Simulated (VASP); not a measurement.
Input of a VASP 6.6.1 run:

The input INCAR:

```
SYSTEM = B
ALGO     = Normal         ! electronic algorithm
EDIFF    = 1E-7           ! SCF threshold, eV
ENCUT    = 520            ! plane-wave cutoff, eV
GGA      = PE             ! functional
ISIF     = 2              ! what is computed and relaxed
ISMEAR   = -1             ! smearing method
LASPH    = .True.         ! aspherical terms in the spheres
LCHARG   = .False.        ! write CHGCAR
LREAL    = .False.        ! projectors in reciprocal space
LWAVE    = .False.        ! write WAVECAR
NBANDS   = 8              ! bands
NELM     = 60             ! most SCF steps
PREC     = Accurate       ! precision mode
SIGMA    = 0.05           ! smearing width, eV
```

Contents of KPOINTS:

```
k-points
0
Gamma
  24 24 24
  0 0 0
```

The input POSCAR:

```
B
1.0
    0.0000000000      1.4330658730      1.4330658730
    1.4330658730      0.0000000000      1.4330658730
    1.4330658730      1.4330658730      0.0000000000
B
1
Direct
    0.0000000000      0.0000000000      0.0000000000
```

Potentials or basis: VASP PAW PBE potentials, release 64 (B).

The run is started by

```console
$ cat potpaw_PBE.64/B/POTCAR > POTCAR
$ mpirun -np 1 vasp_std > vasp.out
```

Task: Estimate the pressure.

Result: 0.0 GPa.
